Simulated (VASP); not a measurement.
# ScAl2 in VASP: notebook, part 3 of 3

VASP 6.6.1. The steps go on from the part before.

### Step 6. Single point, PBEsol (biaxial strain in the a-b plane: -2.0 %, then relaxed in part)

INCAR reads:

```
  ALGO = Fast
  EDIFF = 1E-6
  ENCUT = 520
  GGA = PS
  ISIF = 2
  ISMEAR = 0
  LASPH = True
  LCHARG = False
  LREAL = False
  LWAVE = False
  NBANDS = 26
  NELM = 60
  PREC = Accurate
  SIGMA = 0.1
```

KPOINTS reads:

```
k-points
0
Gamma
  8 8 8
```

POSCAR reads:

```
ScAl2
1.0
    0.0000000000      3.6881343720      3.6881343720
    3.6881343720      0.0000000000      3.6881343720
    3.7661967759      3.7661967759     -0.0780624039
Sc Al
2 4
Direct
    0.5006715468      0.5006715468      0.4979853596
    0.7493284532      0.7493284532      0.7520146404
    0.1250000000      0.1250000000      0.1250000000
    0.6250000000      0.1250000000      0.1250000000
    0.1250000000      0.6250000000      0.1250000000
    0.1250000000      0.1250000000      0.6250000000
```

Potentials or basis: VASP PAW PBE potentials, release 64 (Sc_sv, Al).

Launch:

```
> cat potpaw_PBE.64/Sc_sv/POTCAR potpaw_PBE.64/Al/POTCAR > POTCAR
> mpirun -np 1 vasp_std > vasp.out
```

OUTCAR:

```text
EDIFF = 1E-6
   ENCUT = 520
   GGA = PS
   ISIF = 2
   ISMEAR = 0
   LASPH = True
   LREAL = False
   NELM = 60
   PREC = Accurate

 ion  position               nearest neighbor table
   1  0.501  0.501  0.498-   6 3.06   6 3.06   6 3.06   5 3.08   4 3.08   3 3.08   4 3.08   5 3.08
                             3 3.08   3 3.14   4 3.14   5 3.14   2 3.21   2 3.21   2 3.21   2 3.28
   2  0.749  0.749  0.752-   6 3.06   6 3.06   6 3.06   5 3.08   4 3.08   4 3.08   3 3.08   3 3.08
                             5 3.08   3 3.14   4 3.14   5 3.14   1 3.21   1 3.21   1 3.21   1 3.28
   3  0.125  0.125  0.125-   4 2.61   5 2.61   5 2.61   4 2.61   6 2.66   6 2.66   1 3.08   2 3.08
                             1 3.08   2 3.08   1 3.14   2 3.14
   4  0.625  0.125  0.125-   3 2.61   5 2.61   3 2.61   5 2.61   6 2.66   6 2.66   2 3.08   1 3.08
                             2 3.08   1 3.08   2 3.14   1 3.14
   5  0.125  0.625  0.125-   3 2.61   3 2.61   4 2.61   4 2.61   6 2.66   6 2.66   1 3.08   2 3.08
                             2 3.08   1 3.08   2 3.14   1 3.14
   6  0.125  0.125  0.625-   3 2.66   3 2.66   4 2.66   5 2.66   5 2.66   4 2.66   1 3.06   2 3.06
                             1 3.06   2 3.06   1 3.06   2 3.06

  LATTYP: Found a trigonal (rhomboedric) cell.
 ALAT       =     5.3267785808
 COS(alpha) =     0.5206152861

  Lattice vectors:

 A1 = (   3.7661967759,   0.0780624039,  -3.7661967759)
 A2 = (   0.0780624039,   3.7661967759,  -3.7661967759)
 A3 = (   3.7661967759,   3.7661967759,  -0.0780624039)

Analysis of symmetry for initial positions (statically):
=====================================================================
 Subroutine PRICEL returns:
 Original cell was already a primitive cell.

 Routine SETGRP: Setting up the symmetry group for a
 trigonal (rhombohedral) supercell.

 Subroutine GETGRP returns: Found 12 space group operations
 (whereof  6 operations were pure point group operations)
 out of a pool of 12 trial point group operations.

The static configuration has the point symmetry C_3v.
 The point group associated with its full space group is D_3d.

Analysis of symmetry for dynamics (positions and initial velocities):
=====================================================================
 Subroutine PRICEL returns:
 Original cell was already a primitive cell.

 Routine SETGRP: Setting up the symmetry group for a
 trigonal (rhombohedral) supercell.

 Subroutine GETGRP returns: Found 12 space group operations
 (whereof  6 operations were pure point group operations)
 out of a pool of 12 trial point group operations.

The dynamic configuration has the point symmetry C_3v.
 The point group associated with its full space group is D_3d.

 Subroutine INISYM returns: Found 12 space group operations
 (whereof  6 operations are pure point group operations),
 and found     1 'primitive' translations

----------------------------------------------------------------------------------------

                                     Primitive cell

  volume of cell :     103.5200

  direct lattice vectors                    reciprocal lattice vectors
     0.000000000  3.688134372  3.688134372    -0.134179323  0.136960473  0.134179323
     3.688134372  0.000000000  3.688134372     0.136960473 -0.134179323  0.134179323
[... 44 lines left out ...]
 ===========================================

 Found     65 irreducible k-points:

 Following reciprocal coordinates:
            Coordinates               Weight
  0.000000  0.000000  0.000000      1.000000
  0.125000  0.000000 -0.000000      6.000000
  0.250000  0.000000 -0.000000      6.000000
  0.375000  0.000000 -0.000000      6.000000
  0.500000  0.000000 -0.000000      3.000000
  0.125000  0.125000  0.000000      6.000000
[... 16 lines left out ...]
  0.250000  0.000000  0.125000      6.000000
  0.375000  0.000000  0.125000      6.000000
 [... further k-points ...]
   k-points           NKPTS =     65   k-points in BZ     NKDIM =     65   number of bands    NBANDS=     26
   number of dos      NEDOS =    301   number of ions     NIONS =      6
   total plane-waves  NPLWV =  64000
   dimension x,y,z NGX =    40 NGY =   40 NGZ =   40
   dimension x,y,z NGXF=    80 NGYF=   80 NGZF=   80
   ions per type =               2   4
   NGX,Y,Z   is equivalent  to a cutoff of  12.75, 12.75, 12.48 a.u.
   NGXF,Y,Z  is equivalent  to a cutoff of  25.50, 25.50, 24.97 a.u.
 SYSTEM =  unknown system
   PREC   = accura    normal or accurate (medium, high low for compatibility)
   ISTART =      0    job   : 0-new  1-cont  2-samecut
   ICHARG =      2    charge: 1-file 2-atom 10-const
   ISPIN  =      1    spin polarized calculation?
   LNONCOLLINEAR =      F non collinear calculations
   LSORBIT =      F    spin-orbit coupling
   LASPH  =      T    aspherical Exc in radial PAW
   ENCUT  =  520.0 eV  38.22 Ry    6.18 a.u.   9.70  9.70  9.90*2*pi/ulx,y,z
   NELM   =     60;   NELMIN=  2; NELMDL= -5     # of ELM steps
   EDIFF  = 0.1E-05   stopping-criterion for ELM
   LREAL  =      F    real-space projection
   EDIFFG = 0.1E-04   stopping-criterion for IOM
   NSW    =      0    number of steps for IOM
   IBRION =     -1    ionic relax: 0-MD 1-quasi-New 2-CG
   NFREE  =      0    steps in history (QN), initial steepest desc. (CG)
   ISIF   =      2    stress and relaxation
   ISYM   =      2    0-nonsym 1-usesym 2-fastsym
   POTIM  = 0.5000    time-step for ionic-motion
   TEBEG  =    0.0;   TEEND  =   0.0 temperature during run
   PSTRESS=    0.0 pullay stress
   NELECT =      34.0000    total number of electrons
   NUPDOWN=      -1.0000    fix difference up-down
   EMIN   =  10.00;   EMAX   =-10.00  energy-range for DOS
   EFERMI =   0.00;   METHOD = LEGACY
   ISMEAR =     0;   SIGMA  =   0.10  broadening in eV -4-tet -1-fermi 0-gaus
   EFERMI_NEDOS =   21; number of points for ismear=-14 and -15
   IALGO  =     68    algorithm
   IMIX   =      4    mixing-type and parameters
     AMIX     =   0.40;   BMIX     =  1.00
     AMIX_MAG =   1.60;   BMIX_MAG =  1.00
  volume/ion in A,a.u.               =      17.25       116.43
  Fermi-wavevector in a.u.,A,eV,Ry     =   1.129518  2.134479 17.358456  1.275811
  Thomas-Fermi vector in A             =   2.266211
   LORBIT       =      0    0 simple, 1 ext, 2 COOP (PROOUT), +10 PAW based schemes
   GGA     = PS    functional components
   LHFCALC =     F    Hartree Fock is set to
   AEXX    =    0.0000 exact exchange contribution
   IVDW    =     0    specifies the selected vdW correction
   LEPSILON=     F    determine dielectric tensor
   LRPA    =     F    only Hartree local field effects (RPA)
 non-spin polarized calculation
 RMM-DIIS sequential band-by-band and
 Gauss-broadening in eV      SIGMA  =   0.10
  energy-cutoff  :      520.00
  volume of cell :      103.52
 maximum number of plane-waves:      2821
   NGX = 19   NGY = 19   NGZ = 19

 number of electron      34.0000005 magnetization

 Free energy of the ion-electron system (eV)
  ---------------------------------------------------
  ext. energy  EPLUGINS =         0.00000000
  ---------------------------------------------------
  free energy    TOTEN  =       -32.45218188 eV

  energy without entropy =      -32.42881655  energy(sigma->0) =      -32.44049922

 E-fermi :   6.7701     XC(G=0): -10.5674

 val. band max:        6.7655767351   @ k =   0.5000   0.3750   0.1250
 cond. band min:       6.7772759400   @ k =   0.5000   0.2500  -0.0000
 fundamental gap:      0.0116992049
 Fermi energy:         6.7700908111

 k-point     1 :       0.0000    0.0000    0.0000
  band No.  band energies     occupation
      1     -42.2074      2.00000
      2     -42.1591      2.00000
      3     -21.0039      2.00000
      4     -21.0039      2.00000
      5     -20.9916      2.00000
      6     -20.8784      2.00000
[... 685 lines left out ...]
     25      10.0276      0.00000
     26      10.7864      0.00000

 [... further k-points ...]
[... 5 lines left out ...]
  --------------------------------------------------------------------------------------
  -------------------------------------------------------------------------------------
  Total        2.0313478      2.0313478      2.0313478     -0.9663938      0.9663938      0.9663938
  in kB       31.4391444     31.4391444     31.4391444    -14.9568647     14.9568647     14.9568647
  external PRESSURE =      31.4391444 kB  Pullay stress =       0.0000000 kB

 VOLUME and BASIS-vectors are now :
 -----------------------------------------------------------------------------
  energy-cutoff  :      520.00
  volume of cell :      103.52
      direct lattice vectors                 reciprocal lattice vectors
     0.000000000  3.688134372  3.688134372    -0.134179323  0.136960473  0.134179323
     3.688134372  0.000000000  3.688134372     0.136960473 -0.134179323  0.134179323
     3.766196776  3.766196776 -0.078062404     0.131398172  0.131398172 -0.131398172

 POSITION                                       TOTAL-FORCE (eV/Angst)
 -----------------------------------------------------------------------------------
      3.72205      3.72205      3.65421         0.000385      0.000385     -0.000385
      5.59586      5.59586      5.46854        -0.000385     -0.000385      0.000385
      0.93179      0.93179      0.91228        -0.000000     -0.000000     -0.000000
      0.93179      2.77586      2.75634        -0.000000     -0.000000     -0.000000
      2.77586      0.93179      2.75634        -0.000000     -0.000000     -0.000000
      2.81489      2.81489      0.87324        -0.000000     -0.000000     -0.000000
 -----------------------------------------------------------------------------------
    total drift:                                0.000000      0.000000     -0.000000

  FREE ENERGIE OF THE ION-ELECTRON SYSTEM (eV)
  ---------------------------------------------------
  free  energy   TOTEN  =       -32.4521818779 eV

  energy  without entropy=      -32.4288165544  energy(sigma->0) =      -32.44049922
```

stdout:

```text
POSCAR found type information on POSCAR ScAl
 POSCAR found :  2 types and       6 ions
 scaLAPACK will be used
 -----------------------------------------------------------------------------
|                                                                             |
|                                                                             |
|     You enforced a specific xc type in the INCAR file but a different       |
|     I HOPE YOU KNOW WHAT YOU ARE DOING!                                     |
|                                                                             |
 -----------------------------------------------------------------------------

 LDA part: xc-table for (Slater+PW92), standard interpolation
 POSCAR, INCAR and KPOINTS ok, starting setup
 FFT: planning ... GRIDC
 FFT: planning ... GRID_SOFT
 FFT: planning ... GRID
 WAVECAR not read
 entering main loop
```

Wall time 3.9 min (1 thread of Intel Xeon Platinum 8259CL at 2.50GHz (Skylake/Cascade Lake), shared host); peak memory 0.33 GiB.

Results:

```yaml
Free_energy: -32.4522 eV
Pressure: 3.1 GPa
Band_gap_on_the_k_mesh: zero (band 17 reaches 7.42 eV, above the bottom of band 18 at 5.02 eV)
```

Stress tensor (GPa, compression positive):
```
 3.14 -1.50  1.50
-1.50  3.14  1.50
 1.50  1.50  3.14
```

Levels at points of the mesh, in eV from the Fermi level:
```csv
k point,band 15,band 16,band 17,band 18,band 19,band 20
"(0.00, 0.00, 0.00)",-2.33,-2.33,-1.75,-1.75,0.40,2.22
"(0.50, 0.00, 0.00)",-1.80,-0.36,-0.20,-0.06,1.61,1.78
"(0.50, 0.50, 0.00)",0.23,0.29,0.65,0.69,0.81,0.87
"(0.00, 0.00, 0.50)",-1.84,-0.34,-0.15,-0.15,1.74,1.74
```

Caveat: the cell differs from its parent crystal (biaxial strain in the a-b plane: -2.0 %, then relaxed in part); the PAW data sets were made with another functional, which shifts forces and pressure a little.

### Step 7. Overview

```tsv
cell	gap on the mesh (eV)	pressure (GPa)
a = 5.322 Å, angles 60.0°, 6 atoms	none	-0.1
a = 5.375 Å, angles 60.0°, 6 atoms	none	-2.5
a = 5.427 Å, angles 60.0°, 6 atoms	none	-4.7
a = 5.216, b = 5.216, c = 5.327 Å, angles 60.7, 60.7, 60.0°, 6 atoms	none	3.1
```

Alike in all rows: task single point; level PBEsol; potentials or basis VASP PAW PBE potentials, release 64 (Sc_sv, Al); no spin polarisation; k mesh 8 × 8 × 8; cutoff (eV) 520; smearing gaussian 0.1 eV.

Caveats: the PAW data sets were made with another functional, which shifts forces and pressure a little.

Total energies depend on the potentials used, so only differences within one code and one set of settings carry meaning.
